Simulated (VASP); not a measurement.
# H6C2O in VASP: a series of runs, part 2 of 2

VASP 6.6.1. Earlier steps stand in the parts before.

## 4. Single point, r2SCAN+D3(BJ)

The input, POSCAR:

```
H6C2O
1.0
    6.7708090000      0.0000000000      0.0000000000
    0.0000000000      6.7708090000      0.0000000000
    0.0000000000      0.0000000000      6.7708090000
C O H
8 4 24
Direct
    0.5997953863      0.9260045587      0.7665258317
    0.4363437220      0.9163159085      0.5967233753
    1.0393735815      0.4332274031      0.5685583510
    0.9117965076      0.4888042182      0.7190868920
    0.5825448628      0.3095198816      0.2446531869
    0.3989035874      0.3003776949      0.1260706069
    0.1179179622      0.8804413180      0.1293050801
   -0.0909640192      0.8832031741      0.2191466337
    0.5123612260      0.7751215549      0.4430785154
    0.9883013980      0.4260938390      0.9191220724
    0.3968506570      0.4792632609      0.0295828755
   -0.1927391542      0.7033280661      0.1691969158
    0.4930725413      0.8364288522      0.3084269546
    0.3205525366      0.8486282806      0.6498927972
    0.4418822034      1.0641416705      0.5560635369
    0.5586038537      1.0216061330      0.8961853746
    0.6277831792      0.7608396574      0.7929628498
    0.7532482455      0.9608896071      0.7213909003
    0.9881537051      0.4996596419      1.0532714776
    0.9181177611      0.6449450871      0.7009649807
    0.7602488861      0.4156667246      0.7282586172
    1.0559594873      0.5415896387      0.4480409948
    1.1996793884      0.4209541282      0.6126889711
    1.0110165565      0.2785782319      0.5234529581
    0.2660686485      0.5173975518     -0.0198351482
    0.4080310049      0.1595968813      0.0411472248
    0.2590384694      0.2701745094      0.2018518023
    0.6522263440      0.1759612478      0.3109377328
    0.7052185344      0.3737662663      0.1649138234
    0.5704783579      0.4182365800      0.3782708979
   -0.2804834696      0.6801550598      0.2700858937
   -0.0849972285      0.9162568313      0.3801761355
   -0.1885594469      0.9930275688      0.1652830555
    0.2261029664      0.8914739731      0.2523036760
    0.1774381761      0.7293072364      0.0957344979
    0.1357297186      0.9569757469     -0.0012996970
```

The input, INCAR.step1:

```
PREC = Accurate ; ENCUT = 520
ISMEAR = -1 ; SIGMA = 0.05
LREAL = Auto ; LASPH = T
NELM = 100 ; NBANDS = 64
GGA = PE ; ALGO = Normal
EDIFF = 1E-4 ; LWAVE = T
LCHARG = F
```

The input, INCAR.step2:

```
PREC = Accurate ; ENCUT = 520
EDIFF = 1E-7 ; ISMEAR = -1
SIGMA = 0.05 ; LREAL = Auto
LASPH = T ; NELM = 100
ALGO = Normal ; ISIF = 2
LWAVE = F ; LCHARG = F
METAGGA = R2SCAN ; LMIXTAU = T
IVDW = 12 ; VDW_S6 = 1.0
VDW_S8 = 0.78981345 ; VDW_A1 = 0.49484001
VDW_A2 = 5.73083694 ; NBANDS = 64
ISTART = 1
```

The input, KPOINTS:

```
Automatic mesh
0
Gamma
  1 1 1
```

Started as:

```bash
> cat potpaw_PBE.64/C/POTCAR potpaw_PBE.64/O/POTCAR potpaw_PBE.64/H/POTCAR > POTCAR
> cp INCAR.step1 INCAR
> mpirun -np 1 vasp_gam > vasp.out
> cp INCAR.step2 INCAR
> mpirun -np 1 vasp_gam > vasp.out
```

It took 1.7 min on 1 thread of Intel Xeon 6975P-C (Granite Rapids), shared host; peak memory 0.36 GiB.

Results (log left out):

```
Free energy                : -196.1183 eV
Pressure                   : 0.5 GPa
Largest force              : 7.258 eV/Å
Band gap on the k mesh     : 5.52 eV
Dispersion energy per atom : -0.023 eV
```

Forces on the atoms (eV/Å):
```
C    0.101 -2.623 -0.334
C    7.236  0.266 -0.494
C    4.225 -3.138 -3.107
C   -2.519  0.752  5.235
C    1.357  0.962  3.657
C   -0.208 -1.764  0.539
C    0.276 -2.763  2.739
C    0.639 -0.710 -0.015
O   -0.559  1.872 -0.948
O    1.271 -0.125  1.065
O   -0.359  1.487 -1.393
O    2.472  0.258 -1.402
H    0.036 -0.706  1.770
H   -4.594 -1.597  1.885
H   -1.248  1.589 -1.485
H    0.170 -1.088 -0.900
H   -0.627  1.527  0.996
H   -0.647  0.775 -0.540
H   -1.396 -0.116 -3.127
H   -1.176  1.273  1.001
H    0.945  1.133 -0.782
H   -0.756 -0.619 -0.057
H   -0.853  0.271  0.422
H    0.077  0.484 -0.726
H    0.287 -1.021 -0.106
H   -0.029  0.767 -0.823
H    0.066  0.408  0.701
H   -0.949  0.151 -0.410
H   -0.056 -0.006 -0.787
H   -0.199 -1.158 -1.389
H   -1.994 -0.762  2.162
H    0.072 -0.721 -0.295
H    0.018  1.352 -0.841
H   -0.301  1.488 -0.707
H   -1.302  0.380 -0.093
H    0.524  1.722 -1.409
```

Stress tensor (GPa, compression positive):
```
 0.64 -0.26 -3.68
-0.26  1.33 -2.23
-3.68 -2.23 -0.40
```

Levels at points of the mesh, in eV from the valence-band top:
| k point | band 36 | band 37 | band 38 | band 39 | band 40 | band 41 | band 42 | band 43 | band 44 | band 45 |
| --- | --- | --- | --- | --- | --- | --- | --- | --- | --- | --- |
| (0.00, 0.00, 0.00) | -0.98 | -0.78 | -0.36 | -0.10 | 0.00 | 5.52 | 6.19 | 6.62 | 6.93 | 7.52 |

Caveat: the k points lie up to 0.93 Å⁻¹ apart; the PAW data sets were made with another functional, which shifts forces and pressure a little.

## 5. Single point, r2SCAN+D3(BJ)

The input, POSCAR:

```
H6C2O
1.0
    6.7708090000      0.0000000000      0.0000000000
    0.0000000000      6.7708090000      0.0000000000
    0.0000000000      0.0000000000      6.7708090000
C O H
8 4 24
Direct
    0.5964427589      0.9242617832      0.7651227497
    0.4366538770      0.9159319071      0.5936661335
    1.0407028170      0.4301110842      0.5683220425
    0.9094334222      0.4822761948      0.7217896709
    0.5850113332      0.3104060386      0.2443873398
    0.3993318967      0.3017955461      0.1188484271
    0.1159831861      0.8772806913      0.1341789438
   -0.0874784682      0.8791120825      0.2177878596
    0.5132916908      0.7752249399      0.4501086945
    0.9837229200      0.4231695208      0.9172611426
    0.3964371170      0.4803709571      0.0235865463
   -0.1911440716      0.7039188375      0.1719587718
    0.5097027549      0.8497064383      0.3015296990
    0.2966410661      0.8568990796      0.6737156520
    0.4277479988      1.0704924626      0.5550149177
    0.5403933267      0.9900294042      0.9194469967
    0.6399382998      0.7695978427      0.7973788657
    0.7482119197      0.9831764565      0.7200321261
    0.9624994591      0.4910934572      1.0319298624
    0.8946050612      0.6525364990      0.7016148292
    0.7641036691      0.4222833638      0.7300604699
    1.0494462331      0.5321816049      0.4527671656
    1.1865790336      0.4220175167      0.6251985546
    1.0271741530      0.2927862830      0.5056855097
    0.2572513861      0.4940768526     -0.0161575965
    0.4514379301      0.1708510756      0.0205883817
    0.2849733318      0.2744871403      0.2110235276
    0.6261142502      0.1848523566      0.2931112072
    0.7227496744      0.3807373683      0.1671587546
    0.5779220770      0.3769859702      0.3816087561
   -0.2879862657      0.6866830832      0.2887394992
   -0.0782772044      0.8973521480      0.3787878228
   -0.2002862583      0.9829992251      0.1598184205
    0.2317152943      0.9182506847      0.2560403048
    0.1885889855      0.7428949775      0.1019375971
    0.1491697669      0.9508021863     -0.0343385849
```

The input, INCAR.step1:

```
SYSTEM = H6C2O
PREC = Accurate
ENCUT = 520
ISMEAR = -1
SIGMA = 0.05
LREAL = Auto
LASPH = .True.
NELM = 100
NBANDS = 64
GGA = PE
ALGO = Normal
EDIFF = 1E-4
LWAVE = .True.
LCHARG = .False.
```

The input, INCAR.step2:

```
SYSTEM = H6C2O
PREC = Accurate
ENCUT = 520
EDIFF = 1E-6
ISMEAR = -1
SIGMA = 0.05
LREAL = Auto
LASPH = .True.
NELM = 100
ALGO = Normal
ISIF = 2
LWAVE = .False.
LCHARG = .True.
METAGGA = R2SCAN
LMIXTAU = .True.
IVDW = 12
VDW_S6 = 1.0
VDW_S8 = 0.78981345
VDW_A1 = 0.49484001
VDW_A2 = 5.73083694
LELF = .True.
LVHAR = .True.
NBANDS = 64
ISTART = 1
```

The input, KPOINTS:

```
regular mesh
0
Gamma
  1 1 1
  0 0 0
```

Potentials or basis: VASP PAW PBE potentials, release 64 (C, O, H).

Started as:

```bash
> cat potpaw_PBE.64/C/POTCAR potpaw_PBE.64/O/POTCAR potpaw_PBE.64/H/POTCAR > POTCAR
> cp INCAR.step1 INCAR
> mpirun -np 1 vasp_gam > vasp.out
> cp INCAR.step2 INCAR
> mpirun -np 1 vasp_gam > vasp.out
```

OUTCAR:

```text
SYSTEM = H6C2O
   PREC = Accurate
   ENCUT = 520
   EDIFF = 1E-6
   ISMEAR = -1
   LREAL = Auto
   LASPH = .True.
   NELM = 100
   ISIF = 2
   METAGGA = R2SCAN
   IVDW = 12
   ISTART = 1
 IVDW          = 12

 ion  position               nearest neighbor table
   1  0.596  0.924  0.765-  17 1.11  18 1.14  16 1.20   2 1.59
   2  0.437  0.916  0.594-  15 1.08  14 1.16   9 1.46   1 1.59
   3  0.041  0.430  0.568-  24 1.03  22 1.05  23 1.06   4 1.41
   4  0.909  0.482  0.722-  21 1.07  20 1.17   3 1.41  10 1.47
   5  0.585  0.310  0.244-  28 0.95  30 1.03  29 1.17   6 1.52
   6  0.399  0.302  0.119-  27 1.01  26 1.16  11 1.37   5 1.52
   7  0.116  0.877  0.134-  35 1.06  34 1.17  36 1.26   8 1.49
   8  0.913  0.879  0.218-  32 1.10  33 1.11  12 1.41   7 1.49
   9  0.513  0.775  0.450-  13 1.13   2 1.46
  10  0.984  0.423  0.917-  19 0.91   4 1.47
  11  0.396  0.480  0.024-  25 0.98   6 1.37
  12  0.809  0.704  0.172-  31 1.03   8 1.41
  13  0.510  0.850  0.302-   9 1.13
  14  0.297  0.857  0.674-   2 1.16
  15  0.428  0.070  0.555-   2 1.08
  16  0.540  0.990  0.919-   1 1.20
  17  0.640  0.770  0.797-   1 1.11
[... 17 lines left out ...]
  35  0.189  0.743  0.102-   7 1.06
  36  0.149  0.951  0.966-   7 1.26

  LATTYP: Found a simple cubic cell.
 ALAT       =     6.7708090000

  Lattice vectors:

 A1 = (   6.7708090000,   0.0000000000,   0.0000000000)
 A2 = (   0.0000000000,   6.7708090000,   0.0000000000)
 A3 = (   0.0000000000,   0.0000000000,   6.7708090000)

Analysis of symmetry for initial positions (statically):
=====================================================================
 Subroutine PRICEL returns:
 Original cell was already a primitive cell.

 Routine SETGRP: Setting up the symmetry group for a
 simple cubic supercell.

[... 180 lines left out ...]
   IMIX   =      4    mixing-type and parameters
     AMIX     =   0.40;   BMIX     =  1.00
     AMIX_MAG =   1.60;   BMIX_MAG =  1.00
  volume/ion in A,a.u.               =       8.62        58.19
  Fermi-wavevector in a.u.,A,eV,Ry     =   1.041832  1.968777 14.767946  1.085413
  Thomas-Fermi vector in A             =   2.176470
   LORBIT       =      0    0 simple, 1 ext, 2 COOP (PROOUT), +10 PAW based schemes
   METAGGA = R2SCAN    functional components
   LHFCALC =     F    Hartree Fock is set to
   AEXX    =    0.0000 exact exchange contribution
   IVDW    =    12    specifies the selected vdW correction
   LEPSILON=     F    determine dielectric tensor
   LRPA    =     F    only Hartree local field effects (RPA)
 non-spin polarized calculation
  energy-cutoff  :      520.00
  volume of cell :      310.40
 maximum number of plane-waves:      4193
 NGX is ok and might be reduce to    50
   NGX = 25   NGY = 25   NGZ = 25

 number of electron      80.0000002 magnetization

 Free energy of the ion-electron system (eV)
  ---------------------------------------------------
  ext. energy  EPLUGINS =         0.00000000
  ---------------------------------------------------
  free energy    TOTEN  =      -194.32518102 eV

  energy without entropy =     -194.32518102  energy(sigma->0) =     -194.32518102

 E-fermi :  -1.1469     XC(G=0):  -7.8406

 val. band max:       -2.3788139165   @ k =   0.0000   0.0000   0.0000
 cond. band min:       2.6358924471   @ k =   0.0000   0.0000   0.0000
 fundamental gap:      5.0147063636
 Fermi energy:        -1.1469298182

 k-point     1 :       0.0000    0.0000    0.0000
  band No.  band energies     occupation
      1     -23.2794      2.00000
      2     -23.1610      2.00000
      3     -22.7954      2.00000
      4     -22.6493      2.00000
      5     -16.5659      2.00000
      6     -15.7730      2.00000
[... 44 lines left out ...]
     51       6.5803      0.00000
     52       6.6886      0.00000
 [bands above 52 left out]

------------------------ aborting loop because EDIFF is reached ----------------------------------------

 Edisp (eV)   -0.81331

 E8    (eV) :    -0.1282

  FORCE on cell =-STRESS in cart. coord.  units (eV):
  Direction    XX          YY          ZZ          XY          YZ          ZX
  --------------------------------------------------------------------------------------
  -------------------------------------------------------------------------------------
  Total      -2.19563    14.45533    -7.68012    -3.53609     3.76065     0.73105
  in kB     -11.33310    74.61342   -39.64215   -18.25205    19.41119     3.77345
  external pressure =        7.88 kB  Pullay stress =        0.00 kB

 VOLUME and BASIS-vectors are now :
 -----------------------------------------------------------------------------
  energy-cutoff  :      520.00
  volume of cell :      310.40
      direct lattice vectors                 reciprocal lattice vectors
     6.770809000  0.000000000  0.000000000     0.147692838  0.000000000  0.000000000
     0.000000000  6.770809000  0.000000000     0.000000000  0.147692838  0.000000000
     0.000000000  0.000000000  6.770809000     0.000000000  0.000000000  0.147692838

 POSITION                                       TOTAL-FORCE (eV/Angst)
 -----------------------------------------------------------------------------------
      4.03840      6.25800      5.18050         0.387785     -0.790111      1.140914
      2.95650      6.20160      4.01960         1.163496     -0.804675      3.274316
      0.27559      2.91220      3.84800         2.101362     -0.651678     -0.681850
      6.15760      3.26540      4.88710        -1.610729      3.564107      3.528820
      3.96100      2.10170      1.65470         0.703015      5.117744     -3.045558
      2.70380      2.04340      0.80470         5.912657     -1.254281     -0.924662
[... 28 lines left out ...]
      1.27690      5.03000      0.69020        -0.574772     -1.924450      0.019173
      1.01000      6.43770      6.53831        -0.832217     -0.466799      3.433209
 -----------------------------------------------------------------------------------
    total drift:                               -0.017353      0.004369      0.008429

  FREE ENERGIE OF THE ION-ELECTRON SYSTEM (eV)
  ---------------------------------------------------
  free  energy   TOTEN  =      -195.1384901935 eV

  energy  without entropy=     -195.1384901935  energy(sigma->0) =     -195.13849019
```

Run time: 97 s. Hardware: 1 thread of Intel Xeon 6975P-C (Granite Rapids), shared host; peak memory 0.36 GiB.

What came out:

```
Free energy                : -195.1385 eV
Pressure                   : 0.8 GPa
Largest force              : 7.160 eV/Å
Band gap on the k mesh     : 5.01 eV
Dispersion energy per atom : -0.023 eV
```

Forces in eV/Å, atoms in the order of the input:
```
C    0.388 -0.790  1.141
C    1.163 -0.805  3.274
C    2.101 -0.652 -0.682
C   -1.611  3.564  3.529
C    0.703  5.118 -3.046
C    5.913 -1.254 -0.925
C    2.862  2.433 -1.741
C   -1.133  0.412 -0.250
O   -0.759  2.961 -3.886
O    2.182 -2.391 -3.407
O   -1.809  1.282 -1.145
O   -1.400 -1.999  2.121
H   -0.265 -2.059  4.064
H    1.114  0.579 -1.411
H   -0.655  0.024 -1.118
H    0.864 -0.784 -2.692
H   -0.605  0.370  0.216
H   -1.459  0.342  0.183
H   -1.684  2.533  1.995
H   -0.064 -1.607  1.059
H   -1.044 -0.317 -0.844
H   -0.230  1.167 -1.223
H    1.255  0.284  0.648
H   -0.766 -2.559 -1.061
H    0.410  0.075 -0.547
H   -1.817  1.240  0.432
H   -3.014 -0.789  1.437
H    2.087 -6.680  1.515
H   -2.034 -1.060  0.547
H   -0.805  2.132  1.845
H    1.507 -0.180 -1.903
H   -0.002  0.091 -0.029
H    1.482  0.994  0.139
H   -1.468  0.714 -1.690
H   -0.575 -1.924  0.019
H   -0.832 -0.467  3.433
```

Stress tensor (GPa, compression positive):
```
-1.13 -1.83  0.38
-1.83  7.46  1.94
 0.38  1.94 -3.96
```

Levels at points of the mesh, in eV from the valence-band top:
```
           k point  band 36  band 37  band 38  band 39  band 40  band 41  band 42  band 43  band 44  band 45
(0.00, 0.00, 0.00)    -1.31    -0.88    -0.37    -0.18     0.00     5.01     5.96     6.88     7.13     7.15
```

Caveat: the k points lie up to 0.93 Å⁻¹ apart; the PAW data sets were made with another functional, which shifts forces and pressure a little.
